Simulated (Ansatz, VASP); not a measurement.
## Two plane-wave programs on ZnF2

The input INCAR:

```
SYSTEM = ZnF2
PREC = Accurate
ENCUT = 600
EDIFF = 1E-6
ISMEAR = 0
SIGMA = 0.02
LREAL = .False.
LASPH = .True.
NELM = 120
ALGO = Normal
ISIF = 2
LWAVE = .False.
LCHARG = .True.
GGA = PS
LELF = .True.
LVHAR = .True.
NBANDS = 35
GGA_COMPAT = .False.
```

The input KPOINTS:

```
regular mesh
0
Gamma
  6 6 8
  0 0 0
```

File POSCAR:

```
ZnF2
1.0
    4.7171583536      0.0000000000      0.0000000000
    0.0000000000      4.7171583536      0.0000000000
    0.0000000000      0.0000000000      3.1286502808
Zn F
2 4
Direct
    0.5000000000      0.5000000000      0.5000000000
    0.0000000000      0.0000000000      0.0000000000
    0.6961638944      0.6961638944      0.0000000000
    0.8038361056      0.1961638944      0.5000000000
    0.3038361056      0.3038361056      0.0000000000
    0.1961638944      0.8038361056      0.5000000000
```

Input for Ansatz:

```yaml
crystal:
  lattice:
    - [4.7171583536, 0.0, 0.0]
    - [0.0, 4.7171583536, 0.0]
    - [0.0, 0.0, 3.1286502808]
  atoms:
    - { symbol: Zn, position: [0.5, 0.5, 0.5] }
    - { symbol: Zn, position: [0.0, 0.0, 0.0] }
    - { symbol: F, position: [0.6961638944, 0.6961638944, 0.0] }
    - { symbol: F, position: [0.8038361056, 0.1961638944, 0.5] }
    - { symbol: F, position: [0.3038361056, 0.3038361056, 0.0] }
    - { symbol: F, position: [0.1961638944, 0.8038361056, 0.5] }
basis:
  ecutwfc: 420
  xc_grid: 2
kpoints:
  mp_grid: { grid: [6, 6, 8] }
  band_path: { path: [VBM, CBM], npoints: 2 }
hamiltonian:
  xc: pbesol
scf:
  occupations: { method: gaussian, width: 0.02 }
output:
  forces: true
  stress: true
  eigenvalues: true
```

Alike in both runs: task single point; functional PBEsol; k mesh 6 × 6 × 8; occupations gaussian, width 0.02 eV; no spin polarisation.

|  | VASP | Ansatz |
| --- | --- | --- |
| version | VASP 6.6.1 | Ansatz 0.2.0 |
| potentials or method | VASP PAW PBE potentials, release 64 (Zn, F), cutoff 600 eV | scalar-relativistic, plane waves, PAW |
| valence electrons in the cell | 52 | 52 |

VASP gave:

```
gap on the k mesh at the Fermi level (eV)                     : 3.37
least direct gap on the mesh (eV)                             : 3.37
pressure (GPa)                                                : 0.5
traceless stress, the component that is largest in VASP (GPa) : 0.21
rms of the force components (eV/Å)                            : 0.007
```

Problem. Which values does Ansatz return?

Solution. gap on the k mesh at the Fermi level (eV): 3.45; least direct gap on the mesh (eV): 3.45; pressure (GPa): 0.0; traceless stress, the component that is largest in VASP (GPa): -0.01; rms of the force components (eV/Å): 0.000.

VASP's potentials were made for PBE, not for PBEsol. Atom by atom the forces differ by 0.007 eV/Å (rms over components).
